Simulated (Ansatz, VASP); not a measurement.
## Al: VASP beside Ansatz

The input POSCAR:

```
Al
1.0
    2.8124553515      0.0000000000      0.0000000000
   -1.4062276757      2.4356577814      0.0000000000
    0.0000000000      0.0000000000      4.8668500000
Al
2
Direct
    0.3333333333      0.6666666667      0.2500000000
    0.6666666667      0.3333333333      0.7500000000
```

Contents of INCAR.step1:

```
SYSTEM = Al
  PREC = Accurate
  ENCUT = 520
  EDIFF = 1E-5
  ISMEAR = -1
  SIGMA = 0.05
  LREAL = .FALSE.
  LASPH = .TRUE.
  NELM = 80
  ALGO = Normal
  ISIF = 2
  LWAVE = .TRUE.
  LCHARG = .FALSE.
  NBANDS = 10
  GGA = PE
```

The input INCAR.step2:

```
SYSTEM = Al
  PREC = Accurate
  ENCUT = 520
  EDIFF = 1E-6
  ISMEAR = -1
  SIGMA = 0.05
  LREAL = .FALSE.
  LASPH = .TRUE.
  NELM = 80
  ALGO = Normal
  ISIF = 2
  LWAVE = .FALSE.
  LCHARG = .FALSE.
  GGA = PE
  LHFCALC = .TRUE.
  HFSCREEN = 0.2079
  PRECFOCK = Normal
  NBANDS = 10
  ISTART = 1
```

KPOINTS

```
regular mesh
0
G
  6 6 3
  0 0 0
```

Contents of input.yaml:

```yaml
crystal:
  lattice:
    - [2.8124553515, 0.0, 0.0]
    - [-1.4062276757, 2.4356577814, 0.0]
    - [0.0, 0.0, 4.86685]
  atoms:
    - { symbol: Al, position: [0.3333333333, 0.6666666667, 0.25] }
    - { symbol: Al, position: [0.6666666667, 0.3333333333, 0.75] }
hamiltonian:
  xc: hse06
  pseudopotentials: { kind: paw }
kpoints:
  mp_grid: { grid: [6, 6, 3] }
scf:
  occupations: { method: fermi_dirac, width: 0.05 }
  n_extra_bands: 6
output:
  forces: true
  stress: true
  eigenvalues: true
  dos: { projected: true, de: 0.05 }
```

Alike in both runs: functional HSE06; k mesh 6 × 6 × 3; occupations fermi-dirac, width 0.05 eV; no spin polarisation.

|  | VASP | Ansatz |
| --- | --- | --- |
| version | VASP 6.6.1 | Ansatz 0.2.0 |
| potentials or method | VASP PAW PBE potentials, release 64 (Al) | Ansatz PAW |
| plane-wave cutoff (eV) | 520 | 420 |
| valence electrons in the cell | 6 | 6 |
| task | single point | projected density of states |

```tsv
	VASP	Ansatz	Ansatz less VASP
gap on the k mesh at the Fermi level (eV)	none	none	-
pressure (GPa)	1.3	1.3	-0.04
traceless stress, the component that is largest in VASP (GPa)	-6.31	-6.38	-0.072
```

A gap of «none» marks a metal or a gap that the smearing closes. The functional is the same, so the differences come from potentials, cutoffs and numerics.

The k mesh is coarse, so the values compare programs but aren't converged.
